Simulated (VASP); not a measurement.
# Li8BrCl7 (P1) in VASP: single point with PBEsol

Aim: the single point of Li8BrCl7 with PBEsol.

Everything below comes from runs of VASP 6.6.1. Logs are shortened: lines on timing, memory, paths and dates and some standing lists are left out, and cuts for length are marked.

## (1) The cell of the first run

The typed cell holds 64 atoms: a = 10.224 Å, b = 10.224 Å, c = 10.224 Å, α = 90.00°, β = 90.00°, γ = 90.00°.

## (2) Single point, PBEsol

Input file INCAR:

```
  PREC = Accurate
  ENCUT = 880
  EDIFF = 1E-6
  ISMEAR = -1
  SIGMA = 0.05
  LREAL = Auto
  LASPH = T
  NELM = 120
  ALGO = Normal
  ISIF = 2
  LWAVE = F
  LCHARG = F
  GGA = PS
  NBANDS = 198
  ISYM = -1
  GGA_COMPAT = F
```

Input file KPOINTS:

```
explicit points
1
Reciprocal
  0.25000000   0.25000000   0.25000000 1
```

Input file POSCAR:

```
Li8BrCl7
1.0
   10.2243214832      0.0000000000      0.0000000000
    0.0000000000     10.2243214832      0.0000000000
    0.0000000000      0.0000000000     10.2243214832
Cl Br Li
28 4 32
Direct
    0.2481010000      0.0014920000      0.0029580000
    0.2468450000      0.0002020000      0.4972680000
    0.2490490000      0.4989340000      0.0016040000
    0.2480170000      0.5002120000      0.4985460000
    0.7525630000      0.9989170000      0.4986580000
    0.7501040000      0.5001740000      0.0005610000
    0.7510930000      0.5013420000      0.4996990000
    0.0006770000      0.2516420000      0.0007500000
    0.9995240000      0.2504880000      0.4997000000
    0.9995390000      0.7484940000      0.0017230000
    0.9985940000      0.7496100000      0.4984980000
    0.4982350000      0.2532240000      0.0015700000
    0.4995670000      0.7473010000      0.0028840000
    0.5009570000      0.7487800000      0.4972390000
    0.0008080000      0.0000770000      0.2515180000
    0.9995240000      0.0015310000      0.7486620000
    0.9995210000      0.5001290000      0.2502690000
    0.9983890000      0.4988690000      0.7501130000
    0.4980730000      0.9986690000      0.2500000000
    0.4994510000      0.5012610000      0.2489160000
    0.5010950000      0.5003710000      0.7516780000
    0.2481760000      0.2505990000      0.2489540000
    0.2466070000      0.2517430000      0.7514250000
    0.2491010000      0.7496370000      0.2500340000
    0.7511630000      0.2517170000      0.2501200000
    0.7526070000      0.2531700000      0.7500660000
    0.7497720000      0.7485520000      0.2512220000
    0.7511730000      0.7473210000      0.7487510000
    0.7506330000      0.0002260000      0.0011030000
    0.4995260000      0.2513090000      0.4991970000
    0.4996190000      0.0004440000      0.7500620000
    0.2486530000      0.7493190000      0.7501490000
    0.0064190000      0.9994410000      0.0021770000
    0.0011480000      0.9982810000      0.4985520000
    0.0008500000      0.5001130000      0.0006930000
    0.9997470000      0.5012960000      0.4997450000
    0.4917680000      0.9979400000      0.0074320000
    0.4980040000      0.9925800000      0.4924440000
    0.4979810000      0.5013920000      0.0019870000
    0.4993770000      0.5070360000      0.4979110000
    0.2476160000      0.2519510000      0.0021710000
    0.2419890000      0.2507830000      0.4981310000
    0.2488000000      0.7478190000      0.0075020000
    0.2482230000      0.7497760000      0.4927460000
    0.7512390000      0.2576190000      0.0006500000
    0.7569880000      0.2521980000      0.4995180000
    0.7498410000      0.7428250000      0.0018280000
    0.7519100000      0.7484920000      0.4981330000
    0.2477920000      0.0018680000      0.2515180000
    0.2420240000      0.0081690000      0.7483440000
    0.2485740000      0.4988720000      0.2503650000
    0.2478900000      0.4935090000      0.7496600000
    0.7515040000      0.0003720000      0.2569050000
    0.7570080000      0.0022990000      0.7423410000
    0.7499580000      0.4998440000      0.2514520000
    0.7513140000      0.4989820000      0.7482190000
    0.9994690000      0.2504170000      0.2489500000
    0.9984150000      0.2516090000      0.7522140000
    0.9979320000      0.7494480000      0.2498220000
    0.9930200000      0.7476860000      0.7499850000
    0.5000140000      0.2518850000      0.2433960000
    0.5017780000      0.2579120000      0.7577810000
    0.5009290000      0.7481290000      0.2487510000
    0.5075510000      0.7430080000      0.7518330000
```

Potentials or basis: VASP PAW PBE potentials, release 64 (Cl, Br, Li_sv).

Command:

```
$ cat potpaw_PBE.64/Cl/POTCAR potpaw_PBE.64/Br/POTCAR potpaw_PBE.64/Li_sv/POTCAR > POTCAR
$ mpirun -np 1 vasp_std > vasp.out
```

OUTCAR:

```text
PREC = Accurate
   ENCUT = 880
   EDIFF = 1E-6
   ISMEAR = -1
   LREAL = Auto
   LASPH = T
   NELM = 120
   ISIF = 2
   GGA = PS
   ISYM = -1

 ion  position               nearest neighbor table
   1  0.248  0.001  0.003-  33 2.47  37 2.49  49 2.54  41 2.56  43 2.59  50 2.60
   2  0.247  0.000  0.497-  34 2.51  49 2.51  44 2.56  42 2.56  50 2.57  38 2.57
   3  0.249  0.499  0.002-  41 2.53  35 2.54  51 2.54  39 2.55  43 2.55  52 2.58
   4  0.248  0.500  0.499-  51 2.54  36 2.54  42 2.55  44 2.55  52 2.57  40 2.57
   5  0.753  0.999  0.499-  53 2.47  54 2.49  34 2.54  48 2.56  46 2.59  38 2.60
   6  0.750  0.500  0.001-  45 2.48  47 2.48  35 2.56  55 2.57  39 2.58  56 2.58
[... 56 lines left out ...]
  63  0.501  0.748  0.249-  13 2.51  20 2.52  14 2.54  27 2.54  19 2.56  24 2.57
  64  0.508  0.743  0.752-  21 2.48  28 2.49  13 2.57  14 2.60  31 2.63  32 2.65

IMPORTANT INFORMATION: All symmetrisations will be switched off!
NOSYMM: (Re-)initialisation of all symmetry stuff for point group C_1.

----------------------------------------------------------------------------------------

                                     Primitive cell

  volume of cell :    1068.8173

  direct lattice vectors                    reciprocal lattice vectors
    10.224321483  0.000000000  0.000000000     0.097806001  0.000000000  0.000000000
     0.000000000 10.224321483  0.000000000     0.000000000  0.097806001  0.000000000
     0.000000000  0.000000000 10.224321483     0.000000000  0.000000000  0.097806001

  length of vectors
    10.224321483 10.224321483 10.224321483     0.097806001  0.097806001  0.097806001

  position of ions in fractional coordinates (direct lattice)
     0.248101000  0.001492000  0.002958000
     0.246845000  0.000202000  0.497268000
     0.249049000  0.498934000  0.001604000
     0.248017000  0.500212000  0.498546000
     0.752563000  0.998917000  0.498658000
     0.750104000  0.500174000  0.000561000
[... 56 lines left out ...]
     0.500929000  0.748129000  0.248751000
     0.507551000  0.743008000  0.751833000

  ion indices of the primitive-cell ions
   primitive index   ion index
                 1           1
                 2           2
                 3           3
                 4           4
                 5           5
                 6           6
[... 56 lines left out ...]
                63          63
                64          64

----------------------------------------------------------------------------------------

 KPOINTS: explicit points

Read explicit list of k-points.

 Found      1 k-points:

 Following reciprocal coordinates:
            Coordinates               Weight
  0.250000  0.250000  0.250000      1.000000
   k-points           NKPTS =      1   k-points in BZ     NKDIM =      1   number of bands    NBANDS=    198
   number of dos      NEDOS =    301   number of ions     NIONS =     64
   total plane-waves  NPLWV = ******
   dimension x,y,z NGX =   100 NGY =  100 NGZ =  100
   dimension x,y,z NGXF=   200 NGYF=  200 NGZF=  200
   ions per type =              28   4  32
   NGX,Y,Z   is equivalent  to a cutoff of  16.26, 16.26, 16.26 a.u.
   NGXF,Y,Z  is equivalent  to a cutoff of  32.52, 32.52, 32.52 a.u.
 SYSTEM =  unknown system
   PREC   = accura    normal or accurate (medium, high low for compatibility)
   ISTART =      0    job   : 0-new  1-cont  2-samecut
   ICHARG =      2    charge: 1-file 2-atom 10-const
   ISPIN  =      1    spin polarized calculation?
   LNONCOLLINEAR =      F non collinear calculations
   LSORBIT =      F    spin-orbit coupling
   LASPH  =      T    aspherical Exc in radial PAW
   ENCUT  =  880.0 eV  64.68 Ry    8.04 a.u.  24.73 24.73 24.73*2*pi/ulx,y,z
   NELM   =    120;   NELMIN=  2; NELMDL= -5     # of ELM steps
   EDIFF  = 0.1E-05   stopping-criterion for ELM
   LREAL  =      T    real-space projection
   EDIFFG = 0.1E-04   stopping-criterion for IOM
   NSW    =      0    number of steps for IOM
   IBRION =     -1    ionic relax: 0-MD 1-quasi-New 2-CG
   NFREE  =      0    steps in history (QN), initial steepest desc. (CG)
   ISIF   =      2    stress and relaxation
   ISYM   =     -1    0-nonsym 1-usesym 2-fastsym
   POTIM  = 0.5000    time-step for ionic-motion
   TEBEG  =    0.0;   TEEND  =   0.0 temperature during run
   PSTRESS=    0.0 pullay stress
   NELECT =     320.0000    total number of electrons
   NUPDOWN=      -1.0000    fix difference up-down
   EMIN   =  10.00;   EMAX   =-10.00  energy-range for DOS
   EFERMI =   0.00;   METHOD = LEGACY
   ISMEAR =    -1;   SIGMA  =   0.05  broadening in eV -4-tet -1-fermi 0-gaus
   EFERMI_NEDOS =   21; number of points for ismear=-14 and -15
   IALGO  =     38    algorithm
   IMIX   =      4    mixing-type and parameters
     AMIX     =   0.40;   BMIX     =  1.00
     AMIX_MAG =   1.60;   BMIX_MAG =  1.00
  volume/ion in A,a.u.               =      16.70       112.70
  Fermi-wavevector in a.u.,A,eV,Ry     =   1.095192  2.069613 16.319452  1.199446
  Thomas-Fermi vector in A             =   2.231511
   LORBIT       =      0    0 simple, 1 ext, 2 COOP (PROOUT), +10 PAW based schemes
   GGA     = PS    functional components
   LHFCALC =     F    Hartree Fock is set to
   AEXX    =    0.0000 exact exchange contribution
   IVDW    =     0    specifies the selected vdW correction
   LEPSILON=     F    determine dielectric tensor
   LRPA    =     F    only Hartree local field effects (RPA)
 non-spin polarized calculation
  energy-cutoff  :      880.00
  volume of cell :     1068.82
 maximum number of plane-waves:     63329
 NGX is ok and might be reduce to    98
   NGX = 49   NGY = 49   NGZ = 49

 number of electron     320.0000027 magnetization

 Free energy of the ion-electron system (eV)
  ---------------------------------------------------
  ext. energy  EPLUGINS =         0.00000000
  ---------------------------------------------------
  free energy    TOTEN  =      -241.31880331 eV

  energy without entropy =     -241.31880331  energy(sigma->0) =     -241.31880331

 E-fermi :   2.3456     XC(G=0):  -9.0306

 val. band max:        1.0108873996   @ k =   0.2500   0.2500   0.2500
 cond. band min:       7.3921524656   @ k =   0.2500   0.2500   0.2500
 fundamental gap:      6.3812650660
 Fermi energy:         2.3455793331

 k-point     1 :       0.2500    0.2500    0.2500
  band No.  band energies     occupation
      1     -42.0953      2.00000
      2     -42.0945      2.00000
      3     -42.0942      2.00000
      4     -42.0938      2.00000
      5     -42.0930      2.00000
      6     -42.0923      2.00000
[... 164 lines left out ...]
    171       8.3893      0.00000
    172       8.4885      0.00000
 [bands above 172 left out]

------------------------ aborting loop because EDIFF is reached ----------------------------------------

  FORCE on cell =-STRESS in cart. coord.  units (eV):
  Direction    XX          YY          ZZ          XY          YZ          ZX
  --------------------------------------------------------------------------------------
  -------------------------------------------------------------------------------------
  Total       -0.0436058     -0.0083277     -0.0152369     -0.7034825     -0.6674622     -0.7322315
  in kB       -0.0653660     -0.0124835     -0.0228404     -1.0545335     -1.0005384     -1.0976288
  external PRESSURE =      -0.0335633 kB  Pullay stress =       0.0000000 kB

 VOLUME and BASIS-vectors are now :
 -----------------------------------------------------------------------------
  energy-cutoff  :      880.00
  volume of cell :     1068.82
      direct lattice vectors                 reciprocal lattice vectors
    10.224321483  0.000000000  0.000000000     0.097806001  0.000000000  0.000000000
     0.000000000 10.224321483  0.000000000     0.000000000  0.097806001  0.000000000
     0.000000000  0.000000000 10.224321483     0.000000000  0.000000000  0.097806001

 POSITION                                       TOTAL-FORCE (eV/Angst)
 -----------------------------------------------------------------------------------
      2.53666      0.01525      0.03024         0.006182     -0.008245     -0.000762
      2.52382      0.00207      5.08423         0.009560     -0.001631     -0.000485
      2.54636      5.10126      0.01640         0.003032      0.004692      0.002987
      2.53581      5.11433      5.09729        -0.003356      0.001022      0.000977
      7.69445     10.21325      5.09844        -0.000266      0.001890     -0.000185
      7.66930      5.11394      0.00574         0.000715      0.005194      0.014978
[... 56 lines left out ...]
      5.12166      7.64911      2.54331         0.007992      0.003533     -0.004783
      5.18936      7.59675      7.68698         0.013832     -0.006063      0.010474
 -----------------------------------------------------------------------------------
    total drift:                               -0.033608      0.011419      0.009993

  FREE ENERGIE OF THE ION-ELECTRON SYSTEM (eV)
  ---------------------------------------------------
  free  energy   TOTEN  =      -241.3188033104 eV

  energy  without entropy=     -241.3188033104  energy(sigma->0) =     -241.31880331
```

Wall time 13 min (1 thread of Intel Xeon Platinum 8488C (Sapphire Rapids), shared host); peak memory 1.9 GiB.

What came out:

* Free energy: -241.3188 eV
* Pressure: 0.0 GPa
* Largest force: 0.027 eV/Å
* Band gap on the k mesh: 6.38 eV

Forces on the atoms (eV/Å):
```
Cl   0.006 -0.008 -0.001
Cl   0.010 -0.002  0.000
Cl   0.003  0.005  0.003
Cl  -0.003  0.001  0.001
Cl   0.000  0.002  0.000
Cl   0.001  0.005  0.015
Cl   0.000 -0.001 -0.004
Cl   0.004  0.001  0.002
Cl  -0.006  0.010 -0.007
Cl  -0.003  0.003  0.001
Cl   0.000 -0.001  0.001
Cl   0.007 -0.006 -0.005
Cl   0.006  0.002 -0.001
Cl  -0.001  0.004  0.000
Cl  -0.003  0.001 -0.008
Cl   0.000 -0.003  0.005
Cl  -0.015  0.003  0.007
Cl   0.003  0.004  0.000
Cl   0.002  0.007  0.002
Cl   0.001  0.001  0.006
Cl  -0.003 -0.002 -0.006
Cl  -0.005  0.002  0.007
Cl   0.006 -0.005 -0.005
Cl  -0.015 -0.005  0.003
Cl  -0.002  0.000  0.001
Cl  -0.001 -0.012  0.000
Cl   0.006  0.000 -0.001
Cl  -0.007  0.000  0.006
Br   0.001 -0.001  0.002
Br   0.003 -0.006 -0.004
Br  -0.001 -0.005 -0.003
Br   0.004 -0.002 -0.002
Li   0.002 -0.001 -0.012
Li  -0.005  0.004  0.000
Li   0.005  0.001  0.004
Li   0.002  0.011 -0.002
Li  -0.005 -0.001  0.007
Li  -0.014 -0.010 -0.005
Li  -0.003  0.002 -0.001
Li  -0.003  0.005  0.014
Li   0.006 -0.002 -0.008
Li  -0.003 -0.001  0.001
Li  -0.005  0.015  0.006
Li   0.006  0.001  0.003
Li   0.000 -0.004 -0.006
Li   0.000 -0.011 -0.001
Li   0.003  0.000 -0.008
Li  -0.001  0.001  0.000
Li  -0.004  0.002  0.003
Li   0.002  0.004 -0.009
Li   0.008 -0.006  0.005
Li   0.012 -0.003 -0.003
Li  -0.008 -0.004 -0.003
Li   0.008 -0.004 -0.014
Li  -0.001 -0.007  0.006
Li   0.004 -0.001  0.004
Li  -0.006  0.005 -0.009
Li  -0.003  0.005 -0.002
Li  -0.007  0.006  0.001
Li  -0.014  0.023  0.006
Li   0.001 -0.021 -0.004
Li   0.005  0.003  0.007
Li   0.008  0.004 -0.005
Li   0.014 -0.006  0.010
```

Stress tensor (GPa, compression positive):
```
-0.01 -0.11 -0.11
-0.11  0.00 -0.10
-0.11 -0.10  0.00
```

Levels at points of the mesh, in eV from the valence-band top:
| k point | band 157 | band 158 | band 159 | band 160 | band 161 | band 162 | band 163 | band 164 |
| --- | --- | --- | --- | --- | --- | --- | --- | --- |
| (0.25, 0.25, 0.25) | -0.24 | -0.17 | -0.11 | 0.00 | 6.38 | 6.41 | 6.86 | 6.87 |

Caveat: the PAW data sets were made with another functional, which shifts forces and pressure a little; a shifted mesh leaves out Γ, where band edges can lie.
